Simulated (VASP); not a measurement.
# AlNi (Cmmm) in VASP: relaxation of cell and atoms with r2SCAN

Aim: the relaxation of cell and atoms of AlNi with r2SCAN.

All numbers are computed with VASP 6.6.1; they aren't measurements. Logs are shortened: lines on timing, memory, paths and dates and some standing lists are left out, and cuts for length are marked.

### 1 The cell of the first run

It takes space group Cmmm (No. 65, orthorhombic). The conventional cell has a = 3.877 Å, b = 3.906 Å, c = 3.099 Å, α = 90.00°, β = 90.00°, γ = 90.00°. Within 3.3 Å of Al (site symmetry mmm) lie 8 Ni at 2.48 to 2.49 Å and 6 Al at 2.75 to 3.10 Å. Within 3.3 Å of Ni (site symmetry mmm) lie 8 Al at 2.48 to 2.49 Å and 6 Ni at 2.75 to 3.10 Å.

### 2 Relaxation of cell and atoms, r2SCAN, collinear spin, ferromagnetic start, target pressure 2 GPa, at which the enthalpy is minimised

The input, POSCAR:

```
AlNi
1.0
    1.9386940000     -1.9531900000      0.0000000000
    1.9386940000      1.9531900000      0.0000000000
    0.0000000000      0.0000000000      3.0994300000
Al Ni
1 1
Direct
    0.0000000000      0.0000000000      0.0000000000
    0.5000000000      0.5000000000      0.5000000000
```

The input, INCAR.step1:

```
SYSTEM = AlNi
ALGO = Normal ; EDIFF = 1E-5
EDIFFG = -0.005 ; ENCUT = 660
GGA = PE ; GGA_COMPAT = .FALSE.
IBRION = 2 ; ISIF = 3
ISMEAR = -1 ; ISPIN = 2
KPAR = 4 ; LASPH = .TRUE.
LCHARG = .FALSE. ; LMAXMIX = 4
LREAL = .FALSE. ; LWAVE = .TRUE.
MAGMOM = 0 2 ; NELM = 200
NELMIN = 4 ; NSW = 100
PREC = Accurate ; SIGMA = 0.15
```

The input, INCAR.step2:

```
SYSTEM = AlNi
ALGO = Normal ; EDIFF = 1E-7
EDIFFG = -0.01 ; ENCUT = 660
GGA_COMPAT = .FALSE. ; IBRION = 2
ISIF = 3 ; ISMEAR = -1
ISPIN = 2 ; ISTART = 1
KPAR = 4 ; LASPH = .TRUE.
LCHARG = .FALSE. ; LMAXMIX = 4
LMIXTAU = .TRUE. ; LORBIT = 11
LREAL = .FALSE. ; LWAVE = .FALSE.
MAGMOM = 0 2 ; METAGGA = R2SCAN
NELM = 200 ; NELMIN = 4
NSW = 100 ; PREC = Accurate
PSTRESS = 20.0 ; SIGMA = 0.15
```

The input, KPOINTS:

```
k-points
0
G
  11 11 10
  0 0 0
```

Potentials or basis: VASP PAW PBE potentials, release 64 (Al, Ni).

Launch:

```sh
$ cat potpaw_PBE.64/Al/POTCAR potpaw_PBE.64/Ni/POTCAR > POTCAR
$ cp INCAR.step1 INCAR
$ mpirun -np 4 vasp_std > vasp.out
$ cp INCAR.step2 INCAR
$ mpirun -np 4 vasp_std > vasp.out
```

OUTCAR:

```text
SYSTEM = AlNi
   EDIFF = 1E-7
   EDIFFG = -0.01
   ENCUT = 660
   IBRION = 2
   ISIF = 3
   ISMEAR = -1
   ISPIN = 2
   ISTART = 1
   LASPH = .TRUE.
   LORBIT = 11
   LREAL = .FALSE.
   METAGGA = R2SCAN
   NELM = 200
   NELMIN = 4
   NSW = 100
   PREC = Accurate
   PSTRESS = 20.0

 ion  position               nearest neighbor table
   1  0.000  0.000  0.000-   2 2.48   2 2.48   2 2.48   2 2.48   2 2.49   2 2.49   2 2.49   2 2.49

   2  0.500  0.500  0.500-   1 2.48   1 2.48   1 2.48   1 2.48   1 2.49   1 2.49   1 2.49   1 2.49

  LATTYP: Found a base centered orthorhombic cell.
 ALAT       =     3.8773880000
 B/A-ratio  =     1.0074771986
 C/A-ratio  =     0.7993602910

  Lattice vectors:

 A1 = (   1.9386940000,  -1.9531900000,   0.0000000000)
 A2 = (   1.9386940000,   1.9531900000,   0.0000000000)
 A3 = (   0.0000000000,   0.0000000000,   3.0994300000)

Analysis of symmetry for initial positions (statically):
=====================================================================
 Subroutine PRICEL returns:
 Original cell was already a primitive cell.

 Routine SETGRP: Setting up the symmetry group for a
 base centered orthorhombic supercell.

 Subroutine GETGRP returns: Found  8 space group operations
 (whereof  8 operations were pure point group operations)
 out of a pool of  8 trial point group operations.

The static configuration has the point symmetry D_2h.

Analysis of symmetry for dynamics (positions and initial velocities):
=====================================================================
 Subroutine PRICEL returns:
 Original cell was already a primitive cell.

 Routine SETGRP: Setting up the symmetry group for a
 base centered orthorhombic supercell.

 Subroutine GETGRP returns: Found  8 space group operations
 (whereof  8 operations were pure point group operations)
 out of a pool of  8 trial point group operations.

The dynamic configuration has the point symmetry D_2h.

Analysis of structural, dynamic, and magnetic symmetry:
=====================================================================
 Subroutine PRICEL returns:
 Original cell was already a primitive cell.

 Routine SETGRP: Setting up the symmetry group for a
 base centered orthorhombic supercell.

 Subroutine GETGRP returns: Found  8 space group operations
 (whereof  8 operations were pure point group operations)
 out of a pool of  8 trial point group operations.

The overall configuration has the point symmetry D_2h.

 Subroutine INISYM returns: Found  8 space group operations
 (whereof  8 operations are pure point group operations),
 and found     1 'primitive' translations

----------------------------------------------------------------------------------------

                                     Primitive cell

  volume of cell :      23.4728

  direct lattice vectors                    reciprocal lattice vectors
     1.938694000 -1.953190000  0.000000000     0.257905580 -0.255991481  0.000000000
     1.938694000  1.953190000  0.000000000     0.257905580  0.255991481  0.000000000
     0.000000000  0.000000000  3.099430000     0.000000000  0.000000000  0.322639969

  length of vectors
     2.751996657  2.751996657  3.099430000     0.363382617  0.363382617  0.322639969

  position of ions in fractional coordinates (direct lattice)
     0.000000000  0.000000000  0.000000000
     0.500000000  0.500000000  0.500000000

  ion indices of the primitive-cell ions
   primitive index   ion index
                 1           1
                 2           2

----------------------------------------------------------------------------------------

 KPOINTS: k-points

Automatic generation of k-mesh.
 Grid dimensions read from file:
 generate k-points for:   11   11   10

 Generating k-lattice:

  Cartesian coordinates                     Fractional coordinates (reciprocal lattice)
     0.023445962 -0.023271953  0.000000000     0.090909091  0.000000000  0.000000000
     0.023445962  0.023271953  0.000000000     0.000000000  0.090909091  0.000000000
     0.000000000  0.000000000  0.032263997     0.000000000  0.000000000  0.100000000

  Length of vectors
     0.033034783  0.033034783  0.032263997

  Shift w.r.t. Gamma in fractional coordinates (k-lattice)
     0.000000000  0.000000000  0.000000000

 Subroutine IBZKPT returns following result:
 ===========================================

 Found    216 irreducible k-points:

 Following reciprocal coordinates:
            Coordinates               Weight
  0.000000  0.000000  0.000000      1.000000
  0.090909 -0.000000  0.000000      4.000000
  0.181818  0.000000  0.000000      4.000000
  0.272727 -0.000000  0.000000      4.000000
  0.363636 -0.000000  0.000000      4.000000
  0.454545 -0.000000  0.000000      4.000000
[... 16 lines left out ...]
 -0.272727  0.181818  0.000000      4.000000
 -0.181818  0.181818  0.000000      2.000000
 [... further k-points ...]
   k-points           NKPTS =    216   k-points in BZ     NKDIM =    216   number of bands    NBANDS=     11
   number of dos      NEDOS =    301   number of ions     NIONS =      2
   total plane-waves  NPLWV =  16128
   dimension x,y,z NGX =    24 NGY =   24 NGZ =   28
   dimension x,y,z NGXF=    48 NGYF=   48 NGZF=   56
   ions per type =               1   1
   NGX,Y,Z   is equivalent  to a cutoff of  14.50, 14.50, 15.02 a.u.
   NGXF,Y,Z  is equivalent  to a cutoff of  29.00, 29.00, 30.04 a.u.
 SYSTEM =  AlNi
   PREC   = accura    normal or accurate (medium, high low for compatibility)
   ISTART =      1    job   : 0-new  1-cont  2-samecut
   ICHARG =      0    charge: 1-file 2-atom 10-const
   ISPIN  =      2    spin polarized calculation?
   LNONCOLLINEAR =      F non collinear calculations
   LSORBIT =      F    spin-orbit coupling
   LASPH  =      T    aspherical Exc in radial PAW
   ENCUT  =  660.0 eV  48.51 Ry    6.96 a.u.   5.76  5.76  6.49*2*pi/ulx,y,z
   NELM   =    200;   NELMIN=  4; NELMDL=  0     # of ELM steps
   EDIFF  = 0.1E-06   stopping-criterion for ELM
   LREAL  =      F    real-space projection
   EDIFFG = -.1E-01   stopping-criterion for IOM
   NSW    =    100    number of steps for IOM
   IBRION =      2    ionic relax: 0-MD 1-quasi-New 2-CG
   NFREE  =      1    steps in history (QN), initial steepest desc. (CG)
   ISIF   =      3    stress and relaxation
   ISYM   =      2    0-nonsym 1-usesym 2-fastsym
   POTIM  = 0.5000    time-step for ionic-motion
   TEBEG  =    0.0;   TEEND  =   0.0 temperature during run
   PSTRESS=   20.0 pullay stress
   NELECT =      13.0000    total number of electrons
   NUPDOWN=      -1.0000    fix difference up-down
   EMIN   =  10.00;   EMAX   =-10.00  energy-range for DOS
   EFERMI =   0.00;   METHOD = LEGACY
   ISMEAR =    -1;   SIGMA  =   0.15  broadening in eV -4-tet -1-fermi 0-gaus
   EFERMI_NEDOS =   21; number of points for ismear=-14 and -15
   IALGO  =     38    algorithm
   IMIX   =      4    mixing-type and parameters
     AMIX     =   0.40;   BMIX     =  1.00
     AMIX_MAG =   1.60;   BMIX_MAG =  1.00
  volume/ion in A,a.u.               =      11.74        79.20
  Fermi-wavevector in a.u.,A,eV,Ry     =   1.344417  2.540580 24.591957  1.807458
  Thomas-Fermi vector in A             =   2.472413
   LORBIT       =     11    0 simple, 1 ext, 2 COOP (PROOUT), +10 PAW based schemes
   METAGGA = R2SCAN    functional components
   LHFCALC =     F    Hartree Fock is set to
   AEXX    =    0.0000 exact exchange contribution
   IVDW    =     0    specifies the selected vdW correction
   LEPSILON=     F    determine dielectric tensor
   LRPA    =     F    only Hartree local field effects (RPA)
 conjugate gradient relaxation of ions
 spin polarized calculation
  energy-cutoff  :      660.00
  volume of cell :       23.47
 maximum number of plane-waves:       929
   NGX = 11   NGY = 11   NGZ = 13

--------------------------------------- Ionic step        1  -------------------------------------------

 number of electron      13.0000001 magnetization       0.0000000

 number of electron      13.0000001 magnetization      -0.0000002

 Free energy of the ion-electron system (eV)
  ---------------------------------------------------
  ext. energy  EPLUGINS =         0.00000000
  ---------------------------------------------------
  free energy    TOTEN  =       -20.05390087 eV

  energy without entropy =      -19.99038849  energy(sigma->0) =      -20.02214468

------------------------ aborting loop because EDIFF is reached ----------------------------------------

  FORCE on cell =-STRESS in cart. coord.  units (eV):
  Direction    XX          YY          ZZ          XY          YZ          ZX
  --------------------------------------------------------------------------------------
  -------------------------------------------------------------------------------------
  Total        0.5253509      0.2725128     -0.5831350      0.0000000      0.0000000      0.0000000
  in kB       35.8586958     18.6008097    -39.8028427      0.0000000      0.0000000      0.0000000
  external PRESSURE =     -15.1144457 kB  Pullay stress =      20.0000000 kB
[... 101 lines left out ...]
  energy  without entropy=      -20.0029222436  energy(sigma->0) =      -20.03405337

  enthalpy is  TOTEN    =       -19.7816558759 eV   P V=        0.2835286123

[... ionic steps 4 to 10 ...]

--------------------------------------- Ionic step       11  -------------------------------------------

 number of electron      13.0000008 magnetization       0.0000000

 number of electron      13.0000008 magnetization      -0.0000000
[... 77 lines left out ...]
 number of electron      13.0000007 magnetization      -0.0000000

 number of electron      13.0000007 magnetization       0.0000000

 Free energy of the ion-electron system (eV)
  ---------------------------------------------------
  ext. energy  EPLUGINS =         0.00000000
  ---------------------------------------------------
  free energy    TOTEN  =       -20.09820404 eV

  energy without entropy =      -20.03902092  energy(sigma->0) =      -20.06861248

 E-fermi :  10.3053     XC(G=0): -13.1748

 val. band max:       10.2746421171   @ k =   0.3636   0.0909   0.3000
 cond. band min:      10.3162166281   @ k =  -0.3636   0.2727   0.1000
 fundamental gap:      0.0415745110
 Fermi energy:        10.3052968122

 spin component 1

 k-point     1 :       0.0000    0.0000    0.0000
  band No.  band energies     occupation
      1      -1.6529      1.00000
      2       6.7860      1.00000
      3       6.7862      1.00000
      4       8.6105      0.99999
      5       8.6115      0.99999
      6       8.6119      0.99999
      7      16.3061      0.00000
      8      16.3071      0.00000
      9      16.3530      0.00000
     10      18.7814      0.00000
     11      18.7914      0.00000
[... 309 lines left out ...]
 k-point    24 :      -0.1818    0.1818    0.0000
  band No.  band energies     occupation
      1      -0.3653      1.00000
      2       6.8132      1.00000
      3       6.8748      1.00000
      4       8.0698      1.00000
      5       8.3640      1.00000
      6       8.4445      1.00000
      7      12.6118      0.00000
      8      13.8778      0.00000
      9      17.9693      0.00000
     10      20.3516      0.00000
     11      24.5868      0.00000

 [... further k-points ...]

 spin component 2

 k-point     1 :       0.0000    0.0000    0.0000
  band No.  band energies     occupation
      1      -1.6529      1.00000
      2       6.7860      1.00000
      3       6.7862      1.00000
      4       8.6105      0.99999
      5       8.6115      0.99999
      6       8.6119      0.99999
      7      16.3061      0.00000
      8      16.3071      0.00000
      9      16.3530      0.00000
     10      18.7814      0.00000
     11      18.7914      0.00000
[... 309 lines left out ...]
 k-point    24 :      -0.1818    0.1818    0.0000
  band No.  band energies     occupation
      1      -0.3653      1.00000
      2       6.8132      1.00000
      3       6.8748      1.00000
      4       8.0698      1.00000
      5       8.3640      1.00000
      6       8.4445      1.00000
      7      12.6118      0.00000
      8      13.8778      0.00000
      9      17.9693      0.00000
     10      20.3516      0.00000
     11      24.5868      0.00000

 [... further k-points ...]

------------------------ aborting loop because EDIFF is reached ----------------------------------------

  FORCE on cell =-STRESS in cart. coord.  units (eV):
  Direction    XX          YY          ZZ          XY          YZ          ZX
  --------------------------------------------------------------------------------------
  -------------------------------------------------------------------------------------
  Total        0.2979563      0.3035023      0.2705327      0.0000000      0.0000000      0.0000000
  in kB       20.5785274     20.9615706     18.6845049      0.0000000      0.0000000      0.0000000
  external PRESSURE =       0.0748676 kB  Pullay stress =      20.0000000 kB
[... 21 lines left out ...]
  energy  without entropy=      -20.0390209236  energy(sigma->0) =      -20.06861248

  enthalpy is  TOTEN    =       -19.8086242806 eV   P V=        0.2895797590

 reached required accuracy - stopping structural energy minimisation

 total charge

# of ion       s       p       d       tot
------------------------------------------
    1        0.384   0.440   0.000   0.824
    2        0.499   0.570   8.496   9.565
--------------------------------------------------
tot          0.884   1.010   8.496  10.390

 magnetization (x)

# of ion       s       p       d       tot
------------------------------------------
    1       -0.000  -0.000   0.000  -0.000
    2        0.000   0.000   0.000   0.000
--------------------------------------------------
tot          0.000  -0.000   0.000   0.000
```

It took 15 min on 4 MPI ranks of Intel Xeon 6975P-C (Granite Rapids), shared host; peak memory 0.29 GiB.

What came out:

```
Free energy                                                : -20.0982 eV
Relaxed volume                                             : 11.60 Å³/atom
Relaxed cell                                               : a = 2.853 Å, b = 2.853 Å, c = 2.850 Å, α = 90.00°, β = 90.00°, γ = 89.99°
Space group after relaxing (to 0.1 Å)                      : Pm-3m (No. 221)
Energy change on relaxing (the run minimises the enthalpy) : -22.2 meV/atom
Ionic steps                                                : 13
Pressure after relaxing                                    : 2.0 GPa
Net moment                                                 : 0.00 μB per cell
Valence electrons inside the program's atomic spheres      : Al 0.82; Ni 9.56
```

Step by step:
| step | energy change (eV) | largest force (eV/Å) | pressure (GPa) | volume (Å³) |
| --- | --- | --- | --- | --- |
| 1 | 0.0000 | 0.0000 | 0.49 | 23.47 |
| 2 | -0.0105 | 0.0000 | 3.26 | 23.09 |
| 3 | -0.0113 | 0.0000 | 6.35 | 22.71 |
| 4 | -0.0204 | 0.0000 | 5.56 | 22.80 |
| 5 | -0.0389 | 0.0000 | 3.38 | 23.03 |
| 6 | -0.0184 | 0.0000 | 0.65 | 23.43 |
| 7 | -0.0416 | 0.0000 | 2.66 | 23.12 |
| 8 | -0.0417 | 0.0000 | 2.61 | 23.13 |
| 9 | -0.0436 | 0.0000 | 2.13 | 23.18 |
| 10 | -0.0448 | 0.0000 | 1.64 | 23.24 |
| 11 | -0.0448 | 0.0000 | 1.66 | 23.24 |
| 12 | -0.0444 | 0.0000 | 1.99 | 23.20 |
| 13 | -0.0443 | 0.0000 | 2.01 | 23.20 |

Final structure:
```yaml
crystal:
  lattice:
    - [2.01759, -2.01734, 0.00000]
    - [2.01759, 2.01734, 0.00000]
    - [0.00000, 0.00000, 2.84975]
  atoms:
    - { symbol: Al, position: [0.00000, 0.00000, 0.00000] }
    - { symbol: Ni, position: [0.50000, 0.50000, 0.50000] }
```

Caveat: the cell is relaxed towards a set pressure, so the run minimises the enthalpy, not the energy; the moments typed at the start vanished in this run; the PAW data sets were made with another functional, which shifts forces and pressure a little.
